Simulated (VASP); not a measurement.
# KZr2Cl6 (P-3m1) in VASP: further runs, part 2 of 2

VASP 6.6.1.

## Step 4: Relaxation of cell and atoms, PBE

The input, INCAR:

```
SYSTEM = KZr2Cl6
  ALGO = Normal
  EDIFF = 1E-6
  EDIFFG = -0.04
  ENCUT = 600
  GGA = PE
  IBRION = 2
  ISIF = 3
  ISMEAR = 0
  LASPH = .TRUE.
  LCHARG = .FALSE.
  LREAL = .FALSE.
  LWAVE = .FALSE.
  NELM = 60
  NSW = 90
  PREC = Accurate
  SIGMA = 0.1
```

The input, KPOINTS:

```
k-points
0
G
  6 6 2
  0 0 0
```

The input, POSCAR:

```
KZr2Cl6
1.0
    4.6915893500      0.0000000000      0.0000000000
   -2.3457946800      4.0630355600      0.0000000000
    0.0000000000      0.0000000000     11.4920000000
K Zr Cl
1 2 6
Direct
    0.0000000000      0.0000000000      0.0000000000
    0.3333333300      0.6666666700      0.6666666700
    0.6666666700      0.3333333300      0.3333333300
    0.6666666700      0.3333333300      0.5833333300
    0.0000000000      0.0000000000      0.2500000000
    0.3333333300      0.6666666700      0.9166666700
    0.3333333300      0.6666666700      0.4166666700
    0.6666666700      0.3333333300      0.0833333300
    0.0000000000      0.0000000000      0.7500000000
```

Potentials or basis: VASP PAW PBE potentials, release 64 (K_sv, Zr_sv, Cl).

Command:

```console
cat potpaw_PBE.64/K_sv/POTCAR potpaw_PBE.64/Zr_sv/POTCAR potpaw_PBE.64/Cl/POTCAR > POTCAR
mpirun -np 1 vasp_std > vasp.out
```

OUTCAR:

```text
SYSTEM = KZr2Cl6
   EDIFF = 1E-6
   EDIFFG = -0.04
   ENCUT = 600
   GGA = PE
   IBRION = 2
   ISIF = 3
   ISMEAR = 0
   LASPH = .TRUE.
   LREAL = .FALSE.
   NELM = 60
   NSW = 90
   PREC = Accurate

 ion  position               nearest neighbor table
   1  0.000  0.000  0.000-   6 2.87   8 2.87   8 2.87   6 2.87   8 2.87   6 2.87   5 2.87   9 2.87

   2  0.333  0.667  0.667-   9 2.87   9 2.87   4 2.87   9 2.87   4 2.87   7 2.87   6 2.87   4 2.87

   3  0.667  0.333  0.333-   5 2.87   5 2.87   7 2.87   5 2.87   7 2.87   4 2.87   8 2.87   7 2.87

   4  0.667  0.333  0.583-   2 2.87   2 2.87   3 2.87   2 2.87
   5  0.000  0.000  0.250-   3 2.87   3 2.87   3 2.87   1 2.87
   6  0.333  0.667  0.917-   1 2.87   1 2.87   1 2.87   2 2.87
   7  0.333  0.667  0.417-   3 2.87   3 2.87   2 2.87   3 2.87
   8  0.667  0.333  0.083-   1 2.87   1 2.87   1 2.87   3 2.87
   9  0.000  0.000  0.750-   2 2.87   2 2.87   2 2.87   1 2.87

  LATTYP: Found a hexagonal cell.
 ALAT       =     4.6915893500
 C/A-ratio  =     2.4494897449

  Lattice vectors:

 A1 = (   4.6915893500,   0.0000000000,   0.0000000000)
 A2 = (  -2.3457946800,   4.0630355600,   0.0000000000)
 A3 = (   0.0000000000,   0.0000000000,  11.4920000000)

Analysis of symmetry for initial positions (statically):
=====================================================================
 Subroutine PRICEL returns:
 Original cell was already a primitive cell.

 Routine SETGRP: Setting up the symmetry group for a
 hexagonal supercell.

 Subroutine GETGRP returns: Found 12 space group operations
 (whereof 12 operations were pure point group operations)
 out of a pool of 24 trial point group operations.

The static configuration has the point symmetry D_3d.

Analysis of symmetry for dynamics (positions and initial velocities):
=====================================================================
 Subroutine PRICEL returns:
 Original cell was already a primitive cell.

 Routine SETGRP: Setting up the symmetry group for a
 hexagonal supercell.

 Subroutine GETGRP returns: Found 12 space group operations
 (whereof 12 operations were pure point group operations)
 out of a pool of 24 trial point group operations.

The dynamic configuration has the point symmetry D_3d.

 Subroutine INISYM returns: Found 12 space group operations
 (whereof 12 operations are pure point group operations),
 and found     1 'primitive' translations

----------------------------------------------------------------------------------------

                                     Primitive cell

  volume of cell :     219.0616

  direct lattice vectors                    reciprocal lattice vectors
     4.691589350  0.000000000  0.000000000     0.213147385  0.123060700  0.000000000
    -2.345794680  4.063035560  0.000000000     0.000000000  0.246121400  0.000000000
     0.000000000  0.000000000 11.492000000     0.000000000  0.000000000  0.087017055

  length of vectors
     4.691589350  4.691589351 11.492000000     0.246121400  0.246121400  0.087017055

  position of ions in fractional coordinates (direct lattice)
     0.000000000  0.000000000  0.000000000
     0.333333330  0.666666670  0.666666670
     0.666666670  0.333333330  0.333333330
     0.666666670  0.333333330  0.583333330
     0.000000000  0.000000000  0.250000000
     0.333333330  0.666666670  0.916666670
     0.333333330  0.666666670  0.416666670
     0.666666670  0.333333330  0.083333330
[... 63 lines left out ...]
   NGXF,Y,Z  is equivalent  to a cutoff of  28.35, 28.35, 27.78 a.u.
 SYSTEM =  KZr2Cl6
   PREC   = accura    normal or accurate (medium, high low for compatibility)
   ISTART =      0    job   : 0-new  1-cont  2-samecut
   ICHARG =      2    charge: 1-file 2-atom 10-const
   ISPIN  =      1    spin polarized calculation?
   LNONCOLLINEAR =      F non collinear calculations
   LSORBIT =      F    spin-orbit coupling
   LASPH  =      T    aspherical Exc in radial PAW
   ENCUT  =  600.0 eV  44.10 Ry    6.64 a.u.   9.37  9.37 22.95*2*pi/ulx,y,z
   NELM   =     60;   NELMIN=  2; NELMDL= -5     # of ELM steps
   EDIFF  = 0.1E-05   stopping-criterion for ELM
   LREAL  =      F    real-space projection
   EDIFFG = -.4E-01   stopping-criterion for IOM
   NSW    =     90    number of steps for IOM
   IBRION =      2    ionic relax: 0-MD 1-quasi-New 2-CG
   NFREE  =      1    steps in history (QN), initial steepest desc. (CG)
   ISIF   =      3    stress and relaxation
   ISYM   =      2    0-nonsym 1-usesym 2-fastsym
   POTIM  = 0.5000    time-step for ionic-motion
   TEBEG  =    0.0;   TEEND  =   0.0 temperature during run
   PSTRESS=    0.0 pullay stress
   NELECT =      75.0000    total number of electrons
   NUPDOWN=      -1.0000    fix difference up-down
   EMIN   =  10.00;   EMAX   =-10.00  energy-range for DOS
   EFERMI =   0.00;   METHOD = LEGACY
   ISMEAR =     0;   SIGMA  =   0.10  broadening in eV -4-tet -1-fermi 0-gaus
   EFERMI_NEDOS =   21; number of points for ismear=-14 and -15
   IALGO  =     38    algorithm
   IMIX   =      4    mixing-type and parameters
     AMIX     =   0.40;   BMIX     =  1.00
     AMIX_MAG =   1.60;   BMIX_MAG =  1.00
  volume/ion in A,a.u.               =      24.34       164.26
  Fermi-wavevector in a.u.,A,eV,Ry     =   1.145266  2.164240 17.845878  1.311635
  Thomas-Fermi vector in A             =   2.281955
   LORBIT       =      0    0 simple, 1 ext, 2 COOP (PROOUT), +10 PAW based schemes
   GGA     = PE    functional components
   LHFCALC =     F    Hartree Fock is set to
   AEXX    =    0.0000 exact exchange contribution
   IVDW    =     0    specifies the selected vdW correction
   LEPSILON=     F    determine dielectric tensor
   LRPA    =     F    only Hartree local field effects (RPA)
 conjugate gradient relaxation of ions
 non-spin polarized calculation
 Gauss-broadening in eV      SIGMA  =   0.10
  energy-cutoff  :      600.00
  volume of cell :      219.06
 maximum number of plane-waves:      7366
 NGX is ok and might be reduce to    40
   NGX = 19   NGY = 19   NGZ = 45

--------------------------------------- Ionic step        1  -------------------------------------------

 number of electron      75.0000004 magnetization

 Free energy of the ion-electron system (eV)
  ---------------------------------------------------
  ext. energy  EPLUGINS =         0.00000000
  ---------------------------------------------------
  free energy    TOTEN  =       -39.92860930 eV

  energy without entropy =      -39.81861476  energy(sigma->0) =      -39.87361203

------------------------ aborting loop because EDIFF is reached ----------------------------------------

  FORCE on cell =-STRESS in cart. coord.  units (eV):
  Direction    XX          YY          ZZ          XY          YZ          ZX
  --------------------------------------------------------------------------------------
  -------------------------------------------------------------------------------------
  Total       -1.4116685     -1.4116685     -5.3501503      0.0000000     -0.0000000      0.0000000
  in kB      -10.3246911    -10.3246911    -39.1300434      0.0000000     -0.0000000      0.0000000
  external PRESSURE =     -19.9264752 kB  Pullay stress =       0.0000000 kB
[... 110 lines left out ...]
  FREE ENERGIE OF THE ION-ELECTRON SYSTEM (eV)
  ---------------------------------------------------
  free  energy   TOTEN  =       -40.8177344794 eV

  energy  without entropy=      -40.7125451605  energy(sigma->0) =      -40.76513982

 E-fermi :   5.8747     XC(G=0):  -9.3448

 val. band max:        5.8724218492   @ k =   0.5000  -0.0000   0.0000
 cond. band min:       5.8821978957   @ k =   0.1667   0.0000   0.5000
 fundamental gap:      0.0097760465
 Fermi energy:         5.8746873444

 k-point     1 :       0.0000    0.0000    0.0000
  band No.  band energies     occupation
      1     -44.8857      2.00000
      2     -44.8852      2.00000
      3     -24.1502      2.00000
      4     -22.9164      2.00000
      5     -22.9077      2.00000
      6     -22.9077      2.00000
[... 661 lines left out ...]
     44       7.0712      0.00000
     45       7.8291      0.00000

[... ionic steps 4 to 22 ...]

--------------------------------------- Ionic step       23  -------------------------------------------

 number of electron      74.9999998 magnetization

------------------------ aborting loop because EDIFF is reached ----------------------------------------
[... 81 lines left out ...]
--------------------------------------- Ionic step       25  -------------------------------------------

 number of electron      74.9999998 magnetization

 Free energy of the ion-electron system (eV)
  ---------------------------------------------------
  ext. energy  EPLUGINS =         0.00000000
  ---------------------------------------------------
  free energy    TOTEN  =       -41.77489076 eV

  energy without entropy =      -41.70918429  energy(sigma->0) =      -41.74203752

 E-fermi :   5.1405     XC(G=0):  -8.8283

 val. band max:        5.1385459110   @ k =   0.1667   0.1667   0.0000
 cond. band min:       5.1513131233   @ k =   0.0000   0.0000   0.0000
 fundamental gap:      0.0127672123
 Fermi energy:         5.1404943579

 k-point     1 :       0.0000    0.0000    0.0000
  band No.  band energies     occupation
      1     -45.5850      2.00000
      2     -45.5846      2.00000
      3     -25.8311      2.00000
      4     -23.6138      2.00000
      5     -23.6138      2.00000
      6     -23.6122      2.00000
[... 697 lines left out ...]
  FREE ENERGIE OF THE ION-ELECTRON SYSTEM (eV)
  ---------------------------------------------------
  free  energy   TOTEN  =       -41.7748907594 eV

  energy  without entropy=      -41.7091842876  energy(sigma->0) =      -41.74203752

 reached required accuracy - stopping structural energy minimisation
```

Wall time 36 min (1 thread of Intel Xeon 6975P-C (Granite Rapids), shared host); peak memory 0.51 GiB.

Results:

```
Free energy                           : -41.7749 eV
Relaxed volume                        : 24.93 Å³/atom
Relaxed cell                          : a = 4.549 Å, b = 4.549 Å, c = 12.522 Å, α = 90.00°, β = 90.00°, γ = 120.00°
Space group after relaxing (to 0.1 Å) : P-3m1 (No. 164)
Energy gained by relaxing             : 205.1 meV/atom
Ionic steps                           : 25
Pressure after relaxing               : 0.0 GPa
Largest force after relaxing          : 0.027 eV/Å
Band gap on the k mesh                : zero (an odd number of electrons rules out a gap without spin polarisation)
```

Forces in eV/Å, atoms in the order of the input:
```
K    0.000  0.000  0.000
Zr   0.000  0.000 -0.010
Zr   0.000  0.000  0.010
Cl   0.000  0.000 -0.027
Cl   0.000  0.000  0.004
Cl   0.000  0.000  0.008
Cl   0.000  0.000  0.027
Cl   0.000  0.000 -0.008
Cl   0.000  0.000 -0.004
```

Step by step:
```tsv
step	energy change (eV)	largest force (eV/Å)	pressure (GPa)	volume (Å³)
1	0.0000	2.1575	-1.99	219.06
2	-0.7464	1.3778	0.57	209.57
3	-0.8891	1.0873	3.68	202.38
4	-0.9047	1.1275	2.72	204.28
5	-1.2273	0.7050	0.82	213.54
6	-1.3262	0.9358	-0.55	223.16
7	-1.5176	0.5423	-1.42	224.89
8	-1.5318	0.7701	-1.57	225.42
9	-1.6536	0.5517	0.94	215.46
10	-1.6537	0.5428	1.05	215.09
11	-1.7432	0.3456	0.87	217.33
12	-1.7636	0.6588	0.83	218.97
13	-1.8083	0.1914	-0.97	227.06
14	-1.8104	0.2659	-0.68	225.59
15	-1.8324	0.1408	-0.18	223.20
16	-1.8343	0.1571	0.04	222.28
17	-1.8390	0.0715	0.26	221.98
18	-1.8392	0.0705	0.31	221.91
19	-1.8424	0.0793	-0.05	224.01
20	-1.8425	0.0802	-0.10	224.29
21	-1.8442	0.0621	-0.10	224.35
22	-1.8448	0.0614	-0.09	224.43
23	-1.8457	0.0480	0.08	223.95
24	-1.8457	0.0481	0.11	223.87
25	-1.8463	0.0270	0.03	224.40
```

Final structure:
```
K Zr Cl
1.0
     4.54899    0.00000    0.00000
    -2.27450    3.93954    0.00000
     0.00000    0.00000   12.52167
K Zr Cl
1 2 6
Direct
  0.00000 0.00000 0.00000
  0.33333 0.66667 0.65841
  0.66667 0.33333 0.34159
  0.66667 0.33333 0.56619
  0.00000 0.00000 0.30154
  0.33333 0.66667 0.86447
  0.33333 0.66667 0.43381
  0.66667 0.33333 0.13553
  0.00000 0.00000 0.69846
```

Caveat: an odd number of electrons without spin polarisation forces a metal; a magnetic or distorted state may lie lower.

## Step 5: Overview

| task | cell | cutoff (eV) | gap on the mesh (eV) | pressure (GPa) | largest force (eV/Å) |
| --- | --- | --- | --- | --- | --- |
| single point | a = 4.692, b = 4.692, c = 11.492 Å, angles 90.0, 90.0, 120.0°, 9 atoms, atomic positions A | 520 | none | -2.0 | 2.16 |
| single point | a = 4.551, b = 4.551, c = 12.530 Å, angles 90.0, 90.0, 120.0°, 9 atoms, atomic positions B | 520 | none | -0.1 | 0.03 |
| relaxation of cell and atoms | relaxed from a = 4.692, b = 4.692, c = 11.492 Å, angles 90.0, 90.0, 120.0°, 9 atoms, atomic positions A | 600 | none | 0.0 | 0.03 |

Alike in all rows: level PBE; potentials or basis VASP PAW PBE potentials, release 64 (K_sv, Zr_sv, Cl); no spin polarisation; k mesh 6 × 6 × 2; smearing gaussian 0.1 eV.

Caveats: an odd number of electrons without spin polarisation forces a metal; a magnetic or distorted state may lie lower.

Total energies depend on the potentials used, so only differences within one code and one set of settings carry meaning.
